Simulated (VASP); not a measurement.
Wanted: the native input for a VASP 6.6.1 run.

```yaml
Task: single point
Functional: PBE
Potentials_or_basis: VASP PAW PBE potentials, release 64 (Al, Si, N)
Cutoff: 600 eV
k_mesh: 6 × 6 × 6
Occupations: gaussian, width 0.1 eV
Spin: no spin polarisation
Dipole_correction: no
Further_INCAR_settings: ALGO = Normal; EDIFF = 1e-06; NBANDS = 13
```

The structure of AlSiN lies in POSCAR:

```
AlSiN
1.0
    3.6457866300      0.0000000000      0.0000000000
   -1.8228933200      3.1573438400      0.0000000000
    0.0000000000      0.0000000000      3.6615969000
Al Si N
1 1 1
Direct
    0.6666666700      0.3333333300      0.5000000000
    0.0000000000      0.0000000000      0.0000000000
    0.3333333300      0.6666666700      0.5000000000
```

The cell was built from a structure type or drawn by symmetry, and may not be a known phase.

One way to write it, as run:

INCAR

```
SYSTEM = AlSiN
ALGO = Normal
EDIFF = 1E-6
ENCUT = 600
GGA = PE
GGA_COMPAT = .FALSE.
ISIF = 2
ISMEAR = 0
LASPH = .TRUE.
LCHARG = .FALSE.
LREAL = .FALSE.
LWAVE = .FALSE.
NBANDS = 13
NELM = 120
PREC = Accurate
SIGMA = 0.1
```

KPOINTS

```
k-points
0
G
  6 6 6
  0 0 0
```

Potentials or basis: VASP PAW PBE potentials, release 64 (Al, Si, N).

Run with:

```sh
$ cat potpaw_PBE.64/Al/POTCAR potpaw_PBE.64/Si/POTCAR potpaw_PBE.64/N/POTCAR > POTCAR
$ mpirun -np 1 vasp_std > vasp.out
```

Results of the run:

```yaml
Pressure: -10.5 GPa
Band_gap_on_the_k_mesh: zero (bands 6 and 7 overlap by 1.39 eV)
```

Caveat: the cell stands under tension.

Run time: 24 s on 1 thread of Intel Xeon 8259CL, with other jobs on the host, peak memory 0.17 GiB.
